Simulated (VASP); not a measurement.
# Au in VASP: further runs

Runs on Au. Level: PBEsol. Tasks: single point.

All numbers are computed with VASP 6.6.1; they aren't measurements. Logs are shortened: lines on timing, memory, paths and dates and some standing lists are left out, and cuts for length are marked.

## 1. The cell of the first run

The cell holds a wire or tube with vacuum around it, 9 atoms: a = 13.200 Å, b = 12.200 Å, c = 6.505 Å, α = 90.00°, β = 90.00°, γ = 90.00°.

## 2. Single point, PBEsol

INCAR

```
PREC = Accurate ; ENCUT = 520
EDIFF = 1E-7 ; ISMEAR = 0
SIGMA = 0.05 ; LREAL = False
LASPH = True ; NELM = 80
ALGO = Normal ; ISIF = 2
LWAVE = False ; LCHARG = True
GGA = PS ; LELF = True
LVHAR = True ; NBANDS = 60
```

KPOINTS

```
regular mesh
0
Gamma
  1 1 8
```

POSCAR

```
Au
1.0
   13.2000000000      0.0000000000      0.0000000000
    0.0000000000     12.2000000000      0.0000000000
    0.0000000000      0.0000000000      6.5051147007
Au
9
Direct
    0.4288856328      0.5000000000      0.7096770709
    0.3552123845      0.5000000000      0.0850143303
    0.6282039819      0.5000000000      0.2627206636
    0.5321563172      0.3699071599     -0.0118588343
    0.4484251575      0.6218904927      0.3673566358
    0.6106303925      0.6169002629      0.6157961661
    0.5321563172      0.6300928401     -0.0118588343
    0.4484251575      0.3781095073      0.3673566358
    0.6106303925      0.3830997371      0.6157961661
```

Potentials or basis: VASP PAW PBE potentials, release 64 (Au).

On the command line:

```
$ cat potpaw_PBE.64/Au/POTCAR > POTCAR
$ mpirun -np 1 vasp_std > vasp.out
```

OUTCAR:

```text
PREC = Accurate
   ENCUT = 520
   EDIFF = 1E-7
   ISMEAR = 0
   LREAL = False
   LASPH = True
   NELM = 80
   ISIF = 2
   GGA = PS

 ion  position               nearest neighbor table
   1  0.429  0.500  0.710-   2 2.63   5 2.69   8 2.69   7 2.77   4 2.77   6 2.86   9 2.86
   2  0.355  0.500  0.085-   1 2.63   5 2.66   8 2.66   7 2.89   4 2.89
   3  0.628  0.500  0.263-   4 2.70   7 2.70   6 2.71   9 2.71   8 2.88   5 2.88
   4  0.532  0.370  0.988-   9 2.64   3 2.70   8 2.70   1 2.77   2 2.89   7 3.17
   5  0.448  0.622  0.367-   2 2.66   6 2.68   1 2.69   7 2.70   3 2.88   8 2.97
   6  0.611  0.617  0.616-   7 2.64   5 2.68   3 2.71   9 2.85   1 2.86
   7  0.532  0.630  0.988-   6 2.64   3 2.70   5 2.70   1 2.77   2 2.89   4 3.17
   8  0.448  0.378  0.367-   2 2.66   9 2.68   1 2.69   4 2.70   3 2.88   5 2.97
   9  0.611  0.383  0.616-   4 2.64   8 2.68   3 2.71   6 2.85   1 2.86

  LATTYP: Found a simple orthorhombic cell.
 ALAT       =     6.5051147007
 B/A-ratio  =     1.8754473305
 C/A-ratio  =     2.0291725215

  Lattice vectors:

 A1 = (   0.0000000000,   0.0000000000,  -6.5051147007)
 A2 = (   0.0000000000,  12.2000000000,   0.0000000000)
 A3 = (  13.2000000000,   0.0000000000,   0.0000000000)

Analysis of symmetry for initial positions (statically):
=====================================================================
 Subroutine PRICEL returns:
 Original cell was already a primitive cell.

 Routine SETGRP: Setting up the symmetry group for a
 simple orthorhombic supercell.

 Subroutine GETGRP returns: Found  2 space group operations
 (whereof  2 operations were pure point group operations)
 out of a pool of  8 trial point group operations.

The static configuration has the point symmetry C_1h.

Analysis of symmetry for dynamics (positions and initial velocities):
=====================================================================
 Subroutine PRICEL returns:
 Original cell was already a primitive cell.

 Routine SETGRP: Setting up the symmetry group for a
 simple orthorhombic supercell.

 Subroutine GETGRP returns: Found  2 space group operations
 (whereof  2 operations were pure point group operations)
 out of a pool of  8 trial point group operations.

The dynamic configuration has the point symmetry C_1h.

 Subroutine INISYM returns: Found  2 space group operations
 (whereof  2 operations are pure point group operations),
[... 95 lines left out ...]
   NFREE  =      0    steps in history (QN), initial steepest desc. (CG)
   ISIF   =      2    stress and relaxation
   ISYM   =      2    0-nonsym 1-usesym 2-fastsym
   POTIM  = 0.5000    time-step for ionic-motion
   TEBEG  =    0.0;   TEEND  =   0.0 temperature during run
   PSTRESS=    0.0 pullay stress
   NELECT =      99.0000    total number of electrons
   NUPDOWN=      -1.0000    fix difference up-down
   EMIN   =  10.00;   EMAX   =-10.00  energy-range for DOS
   EFERMI =   0.00;   METHOD = LEGACY
   ISMEAR =     0;   SIGMA  =   0.05  broadening in eV -4-tet -1-fermi 0-gaus
   EFERMI_NEDOS =   21; number of points for ismear=-14 and -15
   IALGO  =     38    algorithm
   IMIX   =      4    mixing-type and parameters
     AMIX     =   0.40;   BMIX     =  1.00
     AMIX_MAG =   1.60;   BMIX_MAG =  1.00
  volume/ion in A,a.u.               =     116.40       785.49
  Fermi-wavevector in a.u.,A,eV,Ry     =   0.745688  1.409145  7.565522  0.556050
  Thomas-Fermi vector in A             =   1.841333
   LORBIT       =      0    0 simple, 1 ext, 2 COOP (PROOUT), +10 PAW based schemes
   GGA     = PS    functional components
   LHFCALC =     F    Hartree Fock is set to
   AEXX    =    0.0000 exact exchange contribution
   IVDW    =     0    specifies the selected vdW correction
   LEPSILON=     F    determine dielectric tensor
   LRPA    =     F    only Hartree local field effects (RPA)
 non-spin polarized calculation
 Gauss-broadening in eV      SIGMA  =   0.05
  energy-cutoff  :      520.00
  volume of cell :     1047.58
 maximum number of plane-waves:     28242
 NGX is ok and might be reduce to    98
   NGX = 49   NGY = 45   NGZ = 25

 number of electron      98.9999997 magnetization

 Free energy of the ion-electron system (eV)
  ---------------------------------------------------
  ext. energy  EPLUGINS =         0.00000000
  ---------------------------------------------------
  free energy    TOTEN  =       -25.86283738 eV

  energy without entropy =      -25.85670393  energy(sigma->0) =      -25.85977066

 E-fermi :  -3.3179     XC(G=0):  -2.9834

 val. band max:       -3.3606911543   @ k =   0.0000   0.0000   0.3750
 cond. band min:      -3.2915671116   @ k =   0.0000   0.0000   0.0000
 fundamental gap:      0.0691240427
 Fermi energy:        -3.3178685847

 k-point     1 :       0.0000    0.0000    0.0000
  band No.  band energies     occupation
      1     -10.2967      2.00000
      2      -8.9023      2.00000
      3      -8.8771      2.00000
      4      -8.6983      2.00000
      5      -8.5024      2.00000
      6      -8.2058      2.00000
[... 304 lines left out ...]
     59       1.9140      0.00000
     60       2.6204      0.00000

------------------------ aborting loop because EDIFF is reached ----------------------------------------

  FORCE on cell =-STRESS in cart. coord.  units (eV):
  Direction    XX          YY          ZZ          XY          YZ          ZX
  --------------------------------------------------------------------------------------
  -------------------------------------------------------------------------------------
  Total       -0.1627595     -0.2106263     -0.2596661      0.0000000      0.0000000     -0.0029366
  in kB       -0.2489247     -0.3221324     -0.3971341      0.0000000      0.0000000     -0.0044912
  external PRESSURE =      -0.3227304 kB  Pullay stress =       0.0000000 kB

 VOLUME and BASIS-vectors are now :
 -----------------------------------------------------------------------------
  energy-cutoff  :      520.00
  volume of cell :     1047.58
      direct lattice vectors                 reciprocal lattice vectors
    13.200000000  0.000000000  0.000000000     0.075757576  0.000000000  0.000000000
     0.000000000 12.200000000  0.000000000     0.000000000  0.081967213  0.000000000
     0.000000000  0.000000000  6.505114701     0.000000000  0.000000000  0.153725191

 POSITION                                       TOTAL-FORCE (eV/Angst)
 -----------------------------------------------------------------------------------
      5.66129      6.10000      4.61653         0.001900      0.000000     -0.000596
      4.68880      6.10000      0.55303         0.010882      0.000000      0.006084
      8.29229      6.10000      1.70903        -0.008920      0.000000     -0.001321
      7.02446      4.51287      6.42797         0.003268      0.019960     -0.001666
      5.91921      7.58706      2.38970        -0.001067     -0.009223     -0.003137
      8.06032      7.52618      4.00582        -0.004132     -0.008702      0.002719
      7.02446      7.68713      6.42797         0.003268     -0.019960     -0.001666
      5.91921      4.61294      2.38970        -0.001067      0.009223     -0.003137
      8.06032      4.67382      4.00582        -0.004132      0.008702      0.002719
 -----------------------------------------------------------------------------------
    total drift:                               -0.000243     -0.000000      0.000776

  FREE ENERGIE OF THE ION-ELECTRON SYSTEM (eV)
  ---------------------------------------------------
  free  energy   TOTEN  =       -25.8628373809 eV

  energy  without entropy=      -25.8567039336  energy(sigma->0) =      -25.85977066
```

stdout:

```text
POSCAR found type information on POSCAR Au
 POSCAR found :  1 types and       9 ions
 scaLAPACK will be used
 -----------------------------------------------------------------------------
|                                                                             |
|                                                                             |
|     You enforced a specific xc type in the INCAR file but a different       |
|     I HOPE YOU KNOW WHAT YOU ARE DOING!                                     |
|                                                                             |
 -----------------------------------------------------------------------------

 LDA part: xc-table for (Slater+PW92), standard interpolation
 POSCAR, INCAR and KPOINTS ok, starting setup
 FFT: planning ... GRIDC
 FFT: planning ... GRID_SOFT
 FFT: planning ... GRID
 WAVECAR not read
 entering main loop
```

Run time: 11 min. Hardware: 1 thread of Intel Xeon Platinum 8488C (Sapphire Rapids), shared host; peak memory 0.92 GiB.

What came out:

- Free energy: -25.8628 eV
- Largest force: 0.020 eV/Å
- Band gap on the k mesh: zero (an odd number of electrons rules out a gap without spin polarisation)

Forces in eV/Å, atoms in the order of the input:
```
Au   0.002  0.000 -0.001
Au   0.011  0.000  0.006
Au  -0.009  0.000 -0.001
Au   0.003  0.020 -0.002
Au  -0.001 -0.009 -0.003
Au  -0.004 -0.009  0.003
Au   0.003 -0.020 -0.002
Au  -0.001  0.009 -0.003
Au  -0.004  0.009  0.003
```

Caveat: the PAW data sets were made with another functional, which shifts forces and pressure a little; spin-orbit coupling is left out, which moves the levels of the heavy elements.

[end of part 1 of 2]

The gap in the log of VASP goes by the Fermi energy; the results here count the filled bands.